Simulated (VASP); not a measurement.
Set up this calculation in VASP 6.6.1, as the native input.

* Task: single point
* Functional: PBE
* Potentials or basis: VASP PAW PBE potentials, release 64 (Si, C, H)
* Cutoff: 520 eV
* k mesh: 9 × 5 × 1
* Occupations: gaussian, width 0.05 eV
* Spin: collinear spin
* Starting moments: [0.0, 0.0, 0.0, 0.0, 0.0, 0.0, 0.0, 0.0, 1.0] μB
* Dipole correction: yes
* Further INCAR settings: ALGO = Normal; EDIFF = 1e-06; NBANDS = 30

The structure of Si4HC4 lies in POSCAR:

```
Si4HC4
1.0
    3.0920147307      0.0000000000      0.0000000000
    0.0000000000      5.0738209340      0.0000000000
    0.0000000000      0.0000000000     18.9686857191
Si C H
4 4 1
Direct
    0.0000000000      0.9954360513      0.2108738612
    0.5000000000      0.4954360513      0.2579297186
    0.5000000000      0.9936728499      0.3565277206
    0.0000000000      0.4650509319      0.3853429995
    0.0000000000      0.6195639487      0.2108738612
    0.5000000000      0.1195639487      0.2579297186
    0.5000000000      0.6250367811      0.3569005390
    0.0000000000      0.1238202602      0.3937376490
    0.1666666667      0.9571535936      0.4369559375
```

These files were run (other wordings do the same):

INCAR

```
SYSTEM = Si4HC4
PREC = Accurate
ENCUT = 520
EDIFF = 1E-6
ISMEAR = 0
SIGMA = 0.05
LREAL = .FALSE.
LASPH = .TRUE.
NELM = 150
ALGO = Normal
ISIF = 2
LWAVE = .FALSE.
LCHARG = .TRUE.
ISPIN = 2
MAGMOM = 0 0 0 0 0 0 0 0 1
LORBIT = 11
LDIPOL = .TRUE.
IDIPOL = 3
DIPOL = 0.5 0.5 0.319
GGA = PE
LELF = .TRUE.
LVHAR = .TRUE.
LVACPOTAV = .TRUE.
NBANDS = 30
```

KPOINTS

```
regular mesh
0
G
  9 5 1
  0 0 0
```

Potentials or basis: VASP PAW PBE potentials, release 64 (Si, C, H).

Run with:

```console
$ cat potpaw_PBE.64/Si/POTCAR potpaw_PBE.64/C/POTCAR potpaw_PBE.64/H/POTCAR > POTCAR
$ mpirun -np 1 vasp_std > vasp.out
```

Results of the run:

```json
{
  "Largest force": "4.400 eV/Å",
  "Net moment": "0.29 μB per cell",
  "Site moments": "Si +0.08, +0.01 (each value once); C -0.03, +0.01, +0.00 (each value once); H +0.00 μB",
  "Valence electrons inside the program's atomic spheres": "Si 1.62, 1.68, 1.75 (each value once); C 2.38, 2.48, 2.53, 2.59; H 0.54"
}
```

It took 11 min on 1 thread of Intel(R) Xeon(R) Platinum 8488C (Sapphire Rapids) (shared host), peak memory 0.62 GiB.
